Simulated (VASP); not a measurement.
# Hg (C2/m) in VASP: single point with PBE

Aim: the single point of Hg with PBE.

All numbers are computed with VASP 6.6.1; they aren't measurements. Logs are shortened: lines on timing, memory, paths and dates and some standing lists are left out, and cuts for length are marked.

### Step 1. The cell of the first run

It takes space group C2/m (No. 12, monoclinic). Conventional cell: a = 4.291 Å, b = 3.878 Å, c = 3.142 Å, α = 90.00°, β = 103.05°, γ = 90.00°. Within 3.9 Å of Hg (site symmetry 2/m) lie 12 Hg at 2.89 to 3.90 Å.

### Step 2. Single point, PBE (strained)

The input, INCAR:

```
SYSTEM = Hg
PREC = Accurate
ENCUT = 550
EDIFF = 1E-6
ISMEAR = 0
SIGMA = 0.1
LREAL = .False.
LASPH = .True.
NELM = 120
ALGO = Normal
ISIF = 2
LWAVE = .False.
LCHARG = .False.
GGA = PE
NBANDS = 16
GGA_COMPAT = .False.
```

The input, KPOINTS:

```
Automatic mesh
0
Gamma
  14 14 14
  0 0 0
```

The input, POSCAR:

```
Hg
1.0
    2.1411322201     -1.9389417074     -0.1340385764
    2.1411322201      1.9389417074     -0.1340385764
   -0.5166297777      0.0000000000      3.0993910620
Hg
1
Direct
    0.5000000000      0.5000000000      0.5000000000
```

Potentials or basis: VASP PAW PBE potentials, release 64 (Hg_sv_GW).

Run with:

```sh
$ cat potpaw_PBE.64/Hg_sv_GW/POTCAR > POTCAR
$ mpirun -np 1 vasp_std > vasp.out
```

OUTCAR:

```text
SYSTEM = Hg
   PREC = Accurate
   ENCUT = 550
   EDIFF = 1E-6
   ISMEAR = 0
   LREAL = .False.
   LASPH = .True.
   NELM = 120
   ISIF = 2
   GGA = PE

 ion  position               nearest neighbor table
   1  0.500  0.500  0.500-

  LATTYP: Found a base centered monoclinic cell.
 ALAT       =     4.2906472817
 B/A-ratio  =     0.9037991613
 C/A-ratio  =     0.7323263176
 COS(beta)  =    -0.2257268695

  Lattice vectors:

 A1 = (   2.1411322201,  -1.9389417074,  -0.1340385764)
 A2 = (   2.1411322201,   1.9389417074,  -0.1340385764)
 A3 = (  -0.5166297777,   0.0000000000,   3.0993910620)

Analysis of symmetry for initial positions (statically):
=====================================================================
 Subroutine PRICEL returns:
 Original cell was already a primitive cell.

 Routine SETGRP: Setting up the symmetry group for a
 base centered monoclinic supercell.

 Subroutine GETGRP returns: Found  4 space group operations
 (whereof  4 operations were pure point group operations)
 out of a pool of  4 trial point group operations.

The static configuration has the point symmetry C_2h.

Analysis of symmetry for dynamics (positions and initial velocities):
=====================================================================
 Subroutine PRICEL returns:
 Original cell was already a primitive cell.

 Routine SETGRP: Setting up the symmetry group for a
 base centered monoclinic supercell.

 Subroutine GETGRP returns: Found  4 space group operations
 (whereof  4 operations were pure point group operations)
 out of a pool of  4 trial point group operations.

The dynamic configuration has the point symmetry C_2h.

 Subroutine INISYM returns: Found  4 space group operations
 (whereof  4 operations are pure point group operations),
 and found     1 'primitive' translations

----------------------------------------------------------------------------------------

                                     Primitive cell

  volume of cell :      25.4659

  direct lattice vectors                    reciprocal lattice vectors
     2.141132220 -1.938941707 -0.134038576     0.235983783 -0.257872631  0.039335549
     2.141132220  1.938941707 -0.134038576     0.235983783  0.257872631  0.039335549
    -0.516629778  0.000000000  3.099391062     0.020411061  0.000000000  0.326046292

  length of vectors
     2.891696469  2.891696469  3.142153924     0.351758333  0.351758333  0.326684551

  position of ions in fractional coordinates (direct lattice)
     0.500000000  0.500000000  0.500000000

  ion indices of the primitive-cell ions
   primitive index   ion index
                 1           1

----------------------------------------------------------------------------------------

 KPOINTS: Automatic mesh

Automatic generation of k-mesh.
 Grid dimensions read from file:
 generate k-points for:   14   14   14

 Generating k-lattice:

  Cartesian coordinates                     Fractional coordinates (reciprocal lattice)
     0.016855984 -0.018419474  0.002809682     0.071428571  0.000000000  0.000000000
     0.016855984  0.018419474  0.002809682     0.000000000  0.071428571  0.000000000
     0.001457933  0.000000000  0.023289021     0.000000000  0.000000000  0.071428571

  Length of vectors
     0.025125595  0.025125595  0.023334611

  Shift w.r.t. Gamma in fractional coordinates (k-lattice)
     0.000000000  0.000000000  0.000000000

 Subroutine IBZKPT returns following result:
 ===========================================

 Found    744 irreducible k-points:

 Following reciprocal coordinates:
            Coordinates               Weight
  0.000000  0.000000  0.000000      1.000000
  0.071429 -0.000000  0.000000      4.000000
  0.142857 -0.000000 -0.000000      4.000000
  0.214286 -0.000000  0.000000      4.000000
  0.285714 -0.000000  0.000000      4.000000
  0.357143 -0.000000  0.000000      4.000000
[... 16 lines left out ...]
  0.214286  0.142857  0.000000      4.000000
  0.285714  0.142857  0.000000      4.000000
 [... further k-points ...]
   k-points           NKPTS =    744   k-points in BZ     NKDIM =    744   number of bands    NBANDS=     16
   number of dos      NEDOS =    301   number of ions     NIONS =      1
   total plane-waves  NPLWV =  13824
   dimension x,y,z NGX =    24 NGY =   24 NGZ =   24
   dimension x,y,z NGXF=    48 NGYF=   48 NGZF=   48
   ions per type =               1
   NGX,Y,Z   is equivalent  to a cutoff of  13.80, 13.80, 12.70 a.u.
   NGXF,Y,Z  is equivalent  to a cutoff of  27.60, 27.60, 25.40 a.u.
 SYSTEM =  Hg
   PREC   = accura    normal or accurate (medium, high low for compatibility)
   ISTART =      0    job   : 0-new  1-cont  2-samecut
   ICHARG =      2    charge: 1-file 2-atom 10-const
   ISPIN  =      1    spin polarized calculation?
   LNONCOLLINEAR =      F non collinear calculations
   LSORBIT =      F    spin-orbit coupling
   LASPH  =      T    aspherical Exc in radial PAW
   ENCUT  =  550.0 eV  40.42 Ry    6.36 a.u.   5.53  5.53  6.01*2*pi/ulx,y,z
   NELM   =    120;   NELMIN=  2; NELMDL= -5     # of ELM steps
   EDIFF  = 0.1E-05   stopping-criterion for ELM
   LREAL  =      F    real-space projection
[... 7 lines left out ...]
   TEBEG  =    0.0;   TEEND  =   0.0 temperature during run
   PSTRESS=    0.0 pullay stress
   NELECT =      20.0000    total number of electrons
   NUPDOWN=      -1.0000    fix difference up-down
   EMIN   =  10.00;   EMAX   =-10.00  energy-range for DOS
   EFERMI =   0.00;   METHOD = LEGACY
   ISMEAR =     0;   SIGMA  =   0.10  broadening in eV -4-tet -1-fermi 0-gaus
   EFERMI_NEDOS =   21; number of points for ismear=-14 and -15
   IALGO  =     38    algorithm
   IMIX   =      4    mixing-type and parameters
     AMIX     =   0.40;   BMIX     =  1.00
     AMIX_MAG =   1.60;   BMIX_MAG =  1.00
  volume/ion in A,a.u.               =      25.47       171.85
  Fermi-wavevector in a.u.,A,eV,Ry     =   1.510423  2.854285 31.040015  2.281377
  Thomas-Fermi vector in A             =   2.620615
   LORBIT       =      0    0 simple, 1 ext, 2 COOP (PROOUT), +10 PAW based schemes
   GGA     = PE    functional components
   LHFCALC =     F    Hartree Fock is set to
   AEXX    =    0.0000 exact exchange contribution
   IVDW    =     0    specifies the selected vdW correction
   LEPSILON=     F    determine dielectric tensor
   LRPA    =     F    only Hartree local field effects (RPA)
 non-spin polarized calculation
 Gauss-broadening in eV      SIGMA  =   0.10
  energy-cutoff  :      550.00
  volume of cell :       25.47
 maximum number of plane-waves:       760
 NGX is ok and might be reduce to    24
   NGX = 11   NGY = 11   NGZ = 13

 number of electron      19.9999995 magnetization

 Free energy of the ion-electron system (eV)
  ---------------------------------------------------
  ext. energy  EPLUGINS =         0.00000000
  ---------------------------------------------------
  free energy    TOTEN  =        -0.11715037 eV

  energy without entropy =       -0.11532618  energy(sigma->0) =       -0.11623827

 E-fermi :   5.3817     XC(G=0): -10.7865

 val. band max:        5.3583783571   @ k =  -0.4286   0.5000   0.1429
 cond. band min:       5.3852124542   @ k =   0.4286   0.3571   0.5000
 fundamental gap:      0.0268340971
 Fermi energy:         5.3816889347

 k-point     1 :       0.0000    0.0000    0.0000
  band No.  band energies     occupation
      1    -109.7451      2.00000
      2     -58.0588      2.00000
      3     -58.0534      2.00000
      4     -58.0517      2.00000
      5      -3.5187      2.00000
      6      -3.0111      2.00000
[... 8 lines left out ...]
     15      21.5412      0.00000
     16      22.4305      0.00000

 k-point     2 :       0.0714   -0.0000    0.0000
  band No.  band energies     occupation
      1    -109.7449      2.00000
      2     -58.0604      2.00000
      3     -58.0545      2.00000
      4     -58.0523      2.00000
      5      -3.4063      2.00000
      6      -2.9523      2.00000
[... 8 lines left out ...]
     15      21.8301      0.00000
     16      23.1128      0.00000

 k-point     3 :       0.1429   -0.0000   -0.0000
  band No.  band energies     occupation
      1    -109.7446      2.00000
      2     -58.0695      2.00000
      3     -58.0552      2.00000
      4     -58.0517      2.00000
      5      -3.1785      2.00000
      6      -2.6784      2.00000
[... 8 lines left out ...]
     15      21.7400      0.00000
     16      24.5812      0.00000

 k-point     4 :       0.2143   -0.0000    0.0000
  band No.  band energies     occupation
      1    -109.7441      2.00000
      2     -58.0846      2.00000
      3     -58.0545      2.00000
      4     -58.0506      2.00000
      5      -3.0244      2.00000
      6      -2.4246      2.00000
[... 8 lines left out ...]
     15      21.5232      0.00000
     16      24.0239      0.00000

 k-point     5 :       0.2857   -0.0000    0.0000
  band No.  band energies     occupation
      1    -109.7436      2.00000
      2     -58.1017      2.00000
      3     -58.0534      2.00000
      4     -58.0494      2.00000
      5      -2.9190      2.00000
      6      -2.3617      2.00000
[... 8 lines left out ...]
     15      21.4035      0.00000
     16      23.2031      0.00000

 k-point     6 :       0.3571   -0.0000    0.0000
  band No.  band energies     occupation
      1    -109.7431      2.00000
      2     -58.1171      2.00000
      3     -58.0523      2.00000
      4     -58.0483      2.00000
      5      -2.8425      2.00000
      6      -2.3252      2.00000
[... 8 lines left out ...]
     15      21.5425      0.00000
     16      22.3885      0.00000

 k-point     7 :       0.4286   -0.0000    0.0000
  band No.  band energies     occupation
      1    -109.7428      2.00000
      2     -58.1277      2.00000
      3     -58.0516      2.00000
      4     -58.0475      2.00000
      5      -2.7961      2.00000
      6      -2.3164      2.00000
[... 8 lines left out ...]
     15      21.6752      0.00000
     16      22.0142      0.00000

 k-point     8 :       0.5000   -0.0000    0.0000
  band No.  band energies     occupation
      1    -109.7426      2.00000
      2     -58.1315      2.00000
      3     -58.0513      2.00000
      4     -58.0473      2.00000
      5      -2.7807      2.00000
      6      -2.3173      2.00000
[... 8 lines left out ...]
     15      21.3702      0.00000
     16      22.2282      0.00000

 k-point     9 :       0.0714    0.0714    0.0000
  band No.  band energies     occupation
      1    -109.7448      2.00000
      2     -58.0615      2.00000
      3     -58.0548      2.00000
      4     -58.0541      2.00000
      5      -3.2959      2.00000
      6      -2.8991      2.00000
[... 8 lines left out ...]
     15      22.6023      0.00000
     16      23.2067      0.00000
[... 172 lines left out ...]
 k-point    19 :      -0.2143    0.0714    0.0000
  band No.  band energies     occupation
      1    -109.7440      2.00000
      2     -58.0845      2.00000
      3     -58.0563      2.00000
      4     -58.0523      2.00000
      5      -2.8917      2.00000
      6      -2.4005      2.00000
[... 8 lines left out ...]
     15      22.6956      0.00000
     16      24.2204      0.00000

 k-point    20 :      -0.1429    0.0714   -0.0000
  band No.  band energies     occupation
      1    -109.7445      2.00000
      2     -58.0695      2.00000
      3     -58.0569      2.00000
      4     -58.0534      2.00000
      5      -3.0167      2.00000
      6      -2.6571      2.00000
[... 8 lines left out ...]
     15      22.9187      0.00000
     16      24.4467      0.00000

 k-point    21 :      -0.0714    0.0714    0.0000
  band No.  band energies     occupation
      1    -109.7448      2.00000
      2     -58.0614      2.00000
      3     -58.0551      2.00000
      4     -58.0540      2.00000
      5      -3.2664      2.00000
      6      -2.9140      2.00000
[... 8 lines left out ...]
     15      22.8995      0.00000
     16      23.1661      0.00000

 k-point    22 :       0.1429    0.1429    0.0000
  band No.  band energies     occupation
      1    -109.7441      2.00000
      2     -58.0718      2.00000
      3     -58.0634      2.00000
      4     -58.0533      2.00000
      5      -2.6486      2.00000
      6      -2.5702      2.00000
[... 8 lines left out ...]
     15      24.1565      0.00000
     16      24.7389      0.00000

 k-point    23 :       0.2143    0.1429    0.0000
  band No.  band energies     occupation
      1    -109.7437      2.00000
      2     -58.0843      2.00000
      3     -58.0652      2.00000
      4     -58.0523      2.00000
      5      -2.5080      2.00000
      6      -2.3767      2.00000
[... 8 lines left out ...]
     15      23.0015      0.00000
     16      24.6916      0.00000

 k-point    24 :       0.2857    0.1429    0.0000
  band No.  band energies     occupation
      1    -109.7431      2.00000
      2     -58.1009      2.00000
      3     -58.0644      2.00000
      4     -58.0511      2.00000
      5      -2.4256      2.00000
      6      -2.3065      2.00000
[... 8 lines left out ...]
     15      21.5744      0.00000
     16      23.8051      0.00000

 [... further k-points ...]

------------------------ aborting loop because EDIFF is reached ----------------------------------------

  FORCE on cell =-STRESS in cart. coord.  units (eV):
  Direction    XX          YY          ZZ          XY          YZ          ZX
  --------------------------------------------------------------------------------------
  -------------------------------------------------------------------------------------
  Total        0.9733670      0.8900501      0.1851596      0.0000000      0.0000000     -0.0497992
  in kB       61.2390202     55.9971652     11.6492456      0.0000000      0.0000000     -3.1330981
  external PRESSURE =      42.9618104 kB  Pullay stress =       0.0000000 kB

 VOLUME and BASIS-vectors are now :
 -----------------------------------------------------------------------------
  energy-cutoff  :      550.00
  volume of cell :       25.47
      direct lattice vectors                 reciprocal lattice vectors
     2.141132220 -1.938941707 -0.134038576     0.235983783 -0.257872631  0.039335549
     2.141132220  1.938941707 -0.134038576     0.235983783  0.257872631  0.039335549
    -0.516629778  0.000000000  3.099391062     0.020411061  0.000000000  0.326046292

 POSITION                                       TOTAL-FORCE (eV/Angst)
 -----------------------------------------------------------------------------------
      1.88282      0.00000      1.41566         0.000000      0.000000      0.000000
 -----------------------------------------------------------------------------------
    total drift:                                0.000000     -0.000000     -0.000000

  FREE ENERGIE OF THE ION-ELECTRON SYSTEM (eV)
  ---------------------------------------------------
  free  energy   TOTEN  =        -0.1171503660 eV

  energy  without entropy=       -0.1153261782  energy(sigma->0) =       -0.11623827
```

Wall time 3.7 min (1 thread of AMD EPYC 7R43 (Zen 3), shared host); peak memory 0.44 GiB.

Results:

* Free energy: -0.1172 eV
* Pressure: 4.3 GPa
* Band gap on the k mesh: zero (bands 10 and 11 overlap by 4.86 eV)

Caveat: the cell differs from its parent crystal (strained); the cell stands under pressure; spin-orbit coupling is left out, which moves the levels of the heavy elements.

The gap in the log of VASP goes by the Fermi energy; the results here count the filled bands.